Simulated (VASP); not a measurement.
Write the native input for VASP 6.6.1 that does the following.

| Item | Value |
| --- | --- |
| Task | single point |
| Functional | PBE |
| Potentials or basis | VASP PAW PBE potentials, release 64 (Bi_d) |
| Cutoff | 520 eV |
| k mesh | 9 × 9 × 13 |
| Occupations | fermi-dirac, width 0.05 eV |
| Spin | no spin polarisation |
| Dipole correction | no |
| Further INCAR settings | ALGO = Normal; EDIFF = 1e-06; NBANDS = 22 |

The structure of Bi lies in POSCAR:

```
Bi
1.0
    3.4885980000     -3.1325780000      0.0000000000
    3.4885980000      3.1325780000      0.0000000000
   -1.2602350000      0.0000000000      3.1135500000
Bi
2
Direct
    0.2469390000      0.2469390000      0.1426180000
    0.7530610000      0.7530610000      0.8573820000
```

One way to write it, as run:

INCAR

```
PREC = Accurate
ENCUT = 520
EDIFF = 1E-6
ISMEAR = -1
SIGMA = 0.05
LREAL = F
LASPH = T
NELM = 80
ALGO = Normal
ISIF = 2
LWAVE = F
LCHARG = F
GGA = PE
NBANDS = 22
```

KPOINTS

```
regular mesh
0
Gamma
  9 9 13
```

Potentials or basis: VASP PAW PBE potentials, release 64 (Bi_d).

Launch:

```console
$ cat potpaw_PBE.64/Bi_d/POTCAR > POTCAR
$ mpirun -np 1 vasp_std > vasp.out
```

It gave:

The pressure is 0.0 GPa, the largest force is 0.043 eV/Å and the band gap on the k mesh is zero (band 15 reaches 9.93 eV, above the bottom of band 16 at 4.96 eV).

Caveat: spin-orbit coupling is left out, which moves the levels of the heavy elements.

Wall time 7.3 min on 1 thread of AMD EPYC 7R43 64-Core Processor (Zen 3) (shared host), peak memory 0.4 GiB.
